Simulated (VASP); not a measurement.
# SnTe (rocksalt type) (Fm-3m) in VASP: a series of runs, part 2 of 2

VASP 6.6.1.

### 5 Single point, r2SCAN (25.83 Å³/atom)

This run uses another cell than the first one, of 25.83 Å³/atom.

POSCAR

```
SnTe
1.0
    0.0000000000      2.9558805698      2.9558805698
    2.9558805698      0.0000000000      2.9558805698
    2.9558805698      2.9558805698      0.0000000000
Sn Te
1 1
Direct
    0.0000000000      0.0000000000      0.0000000000
    0.5000000000      0.5000000000      0.5000000000
```

INCAR.step1

```
ALGO = Normal ; EDIFF = 1E-4
ENCUT = 520 ; GGA = PE
ISMEAR = -1 ; LASPH = True
LCHARG = False ; LREAL = False
LWAVE = True ; NBANDS = 17
NELM = 80 ; PREC = Accurate
SIGMA = 0.08
```

INCAR.step2

```
ALGO = Normal ; EDIFF = 1E-6
ENCUT = 520 ; ISIF = 2
ISMEAR = -1 ; ISTART = 1
LASPH = True ; LCHARG = False
LMIXTAU = True ; LREAL = False
LWAVE = False ; METAGGA = R2SCAN
NBANDS = 17 ; NELM = 80
PREC = Accurate ; SIGMA = 0.08
```

KPOINTS

```
k-points
0
Gamma
  13 13 13
```

Potentials or basis: VASP PAW PBE potentials, release 64 (Sn_d, Te).

Launch:

```sh
> cat potpaw_PBE.64/Sn_d/POTCAR potpaw_PBE.64/Te/POTCAR > POTCAR
> cp INCAR.step1 INCAR
> mpirun -np 1 vasp_std > vasp.out
> cp INCAR.step2 INCAR
> mpirun -np 1 vasp_std > vasp.out
```

OUTCAR:

```text
EDIFF = 1E-6
   ENCUT = 520
   ISIF = 2
   ISMEAR = -1
   ISTART = 1
   LASPH = True
   LREAL = False
   METAGGA = R2SCAN
   NELM = 80
   PREC = Accurate

 ion  position               nearest neighbor table
   1  0.000  0.000  0.000-   2 2.96   2 2.96   2 2.96   2 2.96   2 2.96   2 2.96
   2  0.500  0.500  0.500-   1 2.96   1 2.96   1 2.96   1 2.96   1 2.96   1 2.96

  LATTYP: Found a face centered cubic cell.
 ALAT       =     5.9117611396

  Lattice vectors:

 A1 = (   0.0000000000,   2.9558805698,   2.9558805698)
 A2 = (   2.9558805698,   0.0000000000,   2.9558805698)
 A3 = (   2.9558805698,   2.9558805698,   0.0000000000)

Analysis of symmetry for initial positions (statically):
=====================================================================
 Subroutine PRICEL returns:
 Original cell was already a primitive cell.

 Routine SETGRP: Setting up the symmetry group for a
 face centered cubic supercell.

 Subroutine GETGRP returns: Found 48 space group operations
 (whereof 48 operations were pure point group operations)
 out of a pool of 48 trial point group operations.

The static configuration has the point symmetry O_h .

Analysis of symmetry for dynamics (positions and initial velocities):
=====================================================================
 Subroutine PRICEL returns:
 Original cell was already a primitive cell.

 Routine SETGRP: Setting up the symmetry group for a
 face centered cubic supercell.

 Subroutine GETGRP returns: Found 48 space group operations
 (whereof 48 operations were pure point group operations)
 out of a pool of 48 trial point group operations.

The dynamic configuration has the point symmetry O_h .

 Subroutine INISYM returns: Found 48 space group operations
 (whereof 48 operations are pure point group operations),
 and found     1 'primitive' translations
[... 108 lines left out ...]
   EMIN   =  10.00;   EMAX   =-10.00  energy-range for DOS
   EFERMI =   0.00;   METHOD = LEGACY
   ISMEAR =    -1;   SIGMA  =   0.08  broadening in eV -4-tet -1-fermi 0-gaus
   EFERMI_NEDOS =   21; number of points for ismear=-14 and -15
   IALGO  =     38    algorithm
   IMIX   =      4    mixing-type and parameters
     AMIX     =   0.40;   BMIX     =  1.00
     AMIX_MAG =   1.60;   BMIX_MAG =  1.00
  volume/ion in A,a.u.               =      25.83       174.28
  Fermi-wavevector in a.u.,A,eV,Ry     =   1.193222  2.254863 19.371688  1.423779
  Thomas-Fermi vector in A             =   2.329242
   LORBIT       =      0    0 simple, 1 ext, 2 COOP (PROOUT), +10 PAW based schemes
   METAGGA = R2SCAN    functional components
   LHFCALC =     F    Hartree Fock is set to
   AEXX    =    0.0000 exact exchange contribution
   IVDW    =     0    specifies the selected vdW correction
   LEPSILON=     F    determine dielectric tensor
   LRPA    =     F    only Hartree local field effects (RPA)
 non-spin polarized calculation
  energy-cutoff  :      520.00
  volume of cell :       51.65
 maximum number of plane-waves:      1411
   NGX = 15   NGY = 15   NGZ = 15

 number of electron      20.0000003 magnetization

 Free energy of the ion-electron system (eV)
  ---------------------------------------------------
  ext. energy  EPLUGINS =         0.00000000
  ---------------------------------------------------
  free energy    TOTEN  =       -50.15581154 eV

  energy without entropy =      -50.14697171  energy(sigma->0) =      -50.15139162

 E-fermi :   9.6757     XC(G=0): -11.0268

 val. band max:        9.6751254726   @ k =  -0.3077   0.0769   0.0000
 cond. band min:       9.6760589073   @ k =   0.4615   0.0000   0.0000
 fundamental gap:      0.0009334347
 Fermi energy:         9.6757261477

 k-point     1 :       0.0000    0.0000    0.0000
  band No.  band energies     occupation
      1     -13.2370      2.00000
      2     -13.2370      2.00000
      3     -13.2084      2.00000
      4     -13.2084      2.00000
      5     -13.2084      2.00000
      6      -5.4910      2.00000
[... 457 lines left out ...]
      4     -13.1949      2.00000
      5     -13.1909      2.00000
      6      -3.6446      2.00000
[... 9 lines left out ...]
     16      19.3308      0.00000
     17      19.8279      0.00000

 [... further k-points ...]

------------------------ aborting loop because EDIFF is reached ----------------------------------------

  FORCE on cell =-STRESS in cart. coord.  units (eV):
  Direction    XX          YY          ZZ          XY          YZ          ZX
  --------------------------------------------------------------------------------------
  -------------------------------------------------------------------------------------
  Total        5.1575618      5.1575618      5.1575618      0.0000000     -0.0000000      0.0000000
  in kB      159.9795151    159.9795151    159.9795151      0.0000000     -0.0000000      0.0000000
  external PRESSURE =     159.9795151 kB  Pullay stress =       0.0000000 kB

 VOLUME and BASIS-vectors are now :
 -----------------------------------------------------------------------------
  energy-cutoff  :      520.00
  volume of cell :       51.65
      direct lattice vectors                 reciprocal lattice vectors
     0.000000000  2.955880570  2.955880570    -0.169154331  0.169154331  0.169154331
     2.955880570  0.000000000  2.955880570     0.169154331 -0.169154331  0.169154331
     2.955880570  2.955880570  0.000000000     0.169154331  0.169154331 -0.169154331

 POSITION                                       TOTAL-FORCE (eV/Angst)
 -----------------------------------------------------------------------------------
      0.00000      0.00000      0.00000         0.000000     -0.000000     -0.000000
      2.95588      2.95588      2.95588        -0.000000      0.000000      0.000000
 -----------------------------------------------------------------------------------
    total drift:                                0.000000     -0.000000     -0.000000

  FREE ENERGIE OF THE ION-ELECTRON SYSTEM (eV)
  ---------------------------------------------------
  free  energy   TOTEN  =       -50.1558115362 eV

  energy  without entropy=      -50.1469717053  energy(sigma->0) =      -50.15139162
```

OSZICAR.step1:

```text
N       E                     dE             d eps       ncg     rms          rms(c)
DAV:   1     0.126077249222E+03    0.12608E+03   -0.96774E+03  2941   0.145E+03
DAV:   2     0.407693570985E+01   -0.12200E+03   -0.11844E+03  3122   0.343E+02
DAV:   3    -0.668723850189E+01   -0.10764E+02   -0.10667E+02  3620   0.884E+01
DAV:   4    -0.698083339120E+01   -0.29359E+00   -0.29323E+00  3320   0.148E+01
DAV:   5    -0.699139691339E+01   -0.10564E-01   -0.10563E-01  3971   0.280E+00    0.751E+00
DAV:   6    -0.697144995963E+01    0.19947E-01   -0.35157E-02  4004   0.149E+00    0.464E+00
DAV:   7    -0.697081838929E+01    0.63157E-03   -0.27336E-02  3629   0.103E+00    0.273E-01
DAV:   8    -0.697014243266E+01    0.67596E-03   -0.44124E-03  3878   0.571E-01    0.189E-01
DAV:   9    -0.697024448870E+01   -0.10206E-03   -0.31659E-04  3443   0.148E-01    0.933E-02
DAV:  10    -0.697024427631E+01    0.21239E-06   -0.94120E-06  1763   0.421E-02
   1 F= -.69702443E+01 E0= -.69661416E+01  d E =-.820540E-02
```

Wall time 4.2 min (1 thread of Intel Xeon 8259CL, shared host); peak memory 0.24 GiB.

What came out:

* Free energy: -50.1558 eV
* Pressure: 16.0 GPa

Levels at points of the mesh, in eV from the Fermi level:
| k point | band 7 | band 8 | band 9 | band 10 | band 11 | band 12 | band 13 | band 14 |
| --- | --- | --- | --- | --- | --- | --- | --- | --- |
| (0.00, 0.00, 0.00) | -3.71 | -3.06 | -3.06 | -3.06 | 3.87 | 3.87 | 3.87 | 4.57 |

Caveat: this odd mesh misses L, so gap, dielectric constants and Born charges aren't listed; the cell stands under pressure; the PAW data sets were made with another functional, which shifts forces and pressure a little; spin-orbit coupling is left out, which moves the levels of the heavy elements.

### 6 Summary

| cell | pressure (GPa) |
| --- | --- |
| a = 3.689 Å, angles 60.0°, 2 atoms | 100.2 |
| a = 3.881 Å, angles 60.0°, 2 atoms | 51.9 |
| a = 4.036 Å, angles 60.0°, 2 atoms | 29.5 |
| a = 4.180 Å, angles 60.0°, 2 atoms | 16.0 |

Alike in all rows: task single point; level r2SCAN; potentials or basis VASP PAW PBE potentials, release 64 (Sn_d, Te); no spin polarisation; k mesh 13 × 13 × 13; cutoff (eV) 520; smearing fermi-dirac 0.08 eV.

Caveats: the cell stands under pressure; the PAW data sets were made with another functional, which shifts forces and pressure a little; spin-orbit coupling is left out, which moves the levels of the heavy elements.

Total energies depend on the potentials used, so only differences within one code and one set of settings carry meaning.
